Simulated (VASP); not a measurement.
Runs of VASP 6.6.1 on GaN (zincblende type). The structure is that of space group F-43m (No. 216), or close to it. The cells are those of the table. 

```tsv
task	cell	cutoff (eV)	k mesh for the DOS	occupations for the DOS	gap on the mesh (eV)	pressure (GPa)
single point	a = 3.151 Å, angles 60.0°, 2 atoms	520	-	-	1.95	12.2
single point	a = 2.772 Å, angles 60.0°, 2 atoms	520	-	-	(c)	(b)
relaxation of cell and atoms	relaxed from a = 3.065 Å, angles 60.0°, 2 atoms	600	-	-	(a)	0.0
single point	a = 2.986 Å, angles 60.0°, 2 atoms	520	-	-	2.98	62.0
single point	a = 3.216 Å, angles 60.0°, 2 atoms	520	-	-	1.55	0.1
```

Alike in all rows: level PBE; potentials or basis VASP PAW PBE potentials, release 64 (Ga_d, N); no spin polarisation; k mesh 17 × 17 × 17; smearing fermi-dirac 0.05 eV.

Question: Fill in the values left out.

Answer: (a) 1.54; (b) 198.2; (c) 3.42.

A k mesh can miss the band edges, and the runs leave out spin-orbit coupling on Ga.
